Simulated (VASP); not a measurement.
Wanted: the native input for a VASP 6.6.1 run.

| Property | Result |
| --- | --- |
| Task | single point |
| Functional | PBE |
| Potentials or basis | VASP PAW PBE potentials, release 64 (Ba_sv, Ti_sv, O) |
| Cutoff | 600 eV |
| k mesh | 2 × 2 × 4 |
| Occupations | fermi-dirac, width 0.05 eV |
| Spin | no spin polarisation |
| Dipole correction | no |
| Further INCAR settings | ALGO = Normal; EDIFF = 1e-06; NBANDS = 96 |

The structure of BaTiO3 lies in POSCAR:

```
BaTiO3
1.0
    8.0120000000      0.0000000000      0.0000000000
    0.0000000000      8.0120000000      0.0000000000
    0.0000000000      0.0000000000      4.0060000000
Ba Ti O
4 4 12
Direct
    0.2500000000      0.2500000000      0.5000000000
    0.2500000000      0.7500000000      0.5000000000
    0.7500000000      0.2500000000      0.5000000000
    0.7500000000      0.7500000000      0.5000000000
    0.0000000000      0.0000000000      0.0000000000
    0.0000000000      0.5000000000      0.0000000000
    0.5000000000      0.0000000000      0.0000000000
    0.5000000000      0.5000000000      0.0000000000
    0.2500000000      0.0000000000      0.0000000000
    0.0000000000      0.2500000000      0.0000000000
    0.0000000000      0.0000000000      0.5000000000
    0.2500000000      0.5000000000      0.0000000000
    0.0000000000      0.7500000000      0.0000000000
    0.0000000000      0.5000000000      0.5000000000
    0.7500000000      0.0000000000      0.0000000000
    0.5000000000      0.2500000000      0.0000000000
    0.5000000000      0.0000000000      0.5000000000
    0.7500000000      0.5000000000      0.0000000000
    0.5000000000      0.7500000000      0.0000000000
    0.5000000000      0.5000000000      0.5000000000
```

These files were run (other wordings do the same):

INCAR

```
SYSTEM = BaTiO3
  PREC = Accurate
  ENCUT = 600
  EDIFF = 1E-6
  ISMEAR = -1
  SIGMA = 0.05
  LREAL = .FALSE.
  LASPH = .TRUE.
  NELM = 120
  ALGO = Normal
  ISIF = 2
  LWAVE = .FALSE.
  LCHARG = .FALSE.
  GGA = PE
  NBANDS = 96
  GGA_COMPAT = .FALSE.
```

KPOINTS

```
regular mesh
0
G
  2 2 4
  0 0 0
```

Potentials or basis: VASP PAW PBE potentials, release 64 (Ba_sv, Ti_sv, O).

Launch:

```bash
$ cat potpaw_PBE.64/Ba_sv/POTCAR potpaw_PBE.64/Ti_sv/POTCAR potpaw_PBE.64/O/POTCAR > POTCAR
$ mpirun -np 1 vasp_std > vasp.out
```

Results of the run:

- Pressure: 3.3 GPa
- Band gap on the k mesh: 1.72 eV

Caveat: the cell stands under pressure; spin-orbit coupling is left out, which moves the levels of the heavy elements.

Run time: 4.5 min on 1 thread of AMD EPYC 9R45 (Zen 5) (shared host), peak memory 0.45 GiB.
